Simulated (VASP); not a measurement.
Set up this calculation in VASP 6.6.1, as the native input.

```
Task                   : single point
Functional             : PBE
Potentials or basis    : VASP PAW PBE potentials, release 64 (Al, O)
Cutoff                 : 520 eV
k mesh                 : 5 × 5 × 5
Occupations            : fermi-dirac, width 0.1 eV
Spin                   : no spin polarisation
Dipole correction      : no
Further INCAR settings : ALGO = Normal; EDIFF = 1e-06; NBANDS = 21
```

The structure of Al2O lies in POSCAR:

```
Al2O
1.0
    0.0000000000      2.8457100000      2.8457100000
    2.8457100000      0.0000000000      2.8457100000
    5.9800951346      5.9800951346     -0.2886751346
Al O
4 2
Direct
    0.2558918750      0.2558918750      0.1161621875
    0.7676756250      0.7676756250      0.3484865626
    0.2794593749      0.2794593749      0.5808109376
    0.7912431249      0.7912431249      0.8131353127
    0.0000000000      0.0000000000      0.0000000000
    0.0235674999      0.0235674999      0.4646487501
```

The input as run:

INCAR

```
PREC = Accurate ; ENCUT = 520
EDIFF = 1E-6 ; ISMEAR = -1
SIGMA = 0.1 ; LREAL = F
LASPH = T ; NELM = 60
ALGO = Normal ; ISIF = 2
LWAVE = F ; LCHARG = T
GGA = PE ; LELF = T
LVHAR = T ; NBANDS = 21
```

KPOINTS

```
Automatic mesh
0
Gamma
  5 5 5
```

Potentials or basis: VASP PAW PBE potentials, release 64 (Al, O).

The run is started by

```console
$ cat potpaw_PBE.64/Al/POTCAR potpaw_PBE.64/O/POTCAR > POTCAR
$ mpirun -np 1 vasp_std > vasp.out
```

It gave:

- Largest force: 1.763 eV/Å
- Band gap on the k mesh: zero (band 12 reaches 6.92 eV, above the bottom of band 13 at 5.31 eV)

Caveat: the k points lie up to 0.38 Å⁻¹ apart.

It took 49 s on 1 thread of Intel Xeon 6975P-C, on a shared host, peak memory 0.23 GiB.
